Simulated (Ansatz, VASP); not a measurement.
## One calculation of Bi, two programs

The input INCAR:

```
PREC     = Accurate       # precision mode
ENCUT    = 520            # plane-wave cutoff, eV
EDIFF    = 1E-7           # SCF threshold, eV
ISMEAR   = -1             # smearing method
SIGMA    = 0.05           # smearing width, eV
LREAL    = False          # projectors in reciprocal space
LASPH    = True           # aspherical terms in the spheres
NELM     = 60             # most SCF steps
ALGO     = Normal         # electronic algorithm
ISIF     = 2              # what is computed and relaxed
LWAVE    = False          # write WAVECAR
LCHARG   = False          # write CHGCAR
NBANDS   = 38             # bands
```

File KPOINTS:

```
Automatic mesh
0
Gamma
  7 7 1
```

File POSCAR:

```
Bi
1.0
    4.5390002997      0.0000000000      0.0000000000
   -2.2695001498      3.9308895674      0.0000000000
    0.0000000000      0.0000000000     32.7435000000
Bi
4
Direct
    0.6666666667      0.3333333334      0.2290530945
    0.3333333333      0.6666666666      0.4096843648
    0.6666666667      0.3333333334      0.5903156352
    0.3333333333      0.6666666666      0.7709469055
```

input.yaml

```yaml
crystal:
  lattice:
    - [4.5390002997, 0.0, 0.0]
    - [-2.2695001498, 3.9308895674, 0.0]
    - [0.0, 0.0, 32.7435]
  atoms:
    - { symbol: Bi, position: [0.6666666667, 0.3333333334, 0.2290530945] }
    - { symbol: Bi, position: [0.3333333333, 0.6666666666, 0.4096843648] }
    - { symbol: Bi, position: [0.6666666667, 0.3333333334, 0.5903156352] }
    - { symbol: Bi, position: [0.3333333333, 0.6666666666, 0.7709469055] }
kpoints:
  mp_grid: { grid: [7, 7, 1] }
scf:
  occupations: { method: fermi_dirac, width: 0.05 }
hamiltonian:
  xc: lda
  pseudopotentials: { kind: all_electron, lapw: { basis_error: 0.002 } }
output:
  forces: true
  stress: true
  eigenvalues: true
```

Alike in both runs: task single point; functional LDA; k mesh 7 × 7 × 1; occupations fermi-dirac, width 0.05 eV; no spin polarisation.

|  | VASP | Ansatz |
| --- | --- | --- |
| version | VASP 6.6.1 | Ansatz 0.2.0 |
| potentials or method | VASP PAW LDA potentials, release 64 (Bi_d), cutoff 520 eV | all-electron LAPW, scalar-relativistic |

```tsv
	VASP	Ansatz	Ansatz less VASP
gap on the k mesh at the Fermi level (eV)	none	none	-
rms of the force components (eV/Å)	0.020	0.020	0.0000
```

LDA's correlation is that of Perdew and Zunger in VASP and of Perdew and Wang (1992) in Ansatz. Atom by atom the forces differ by 0.000 eV/Å (rms over components). A gap of «none» marks a metal or a gap that the smearing closes. Ansatz ran all-electron here, and VASP with PAW potentials.

Neither program's run includes spin-orbit coupling.
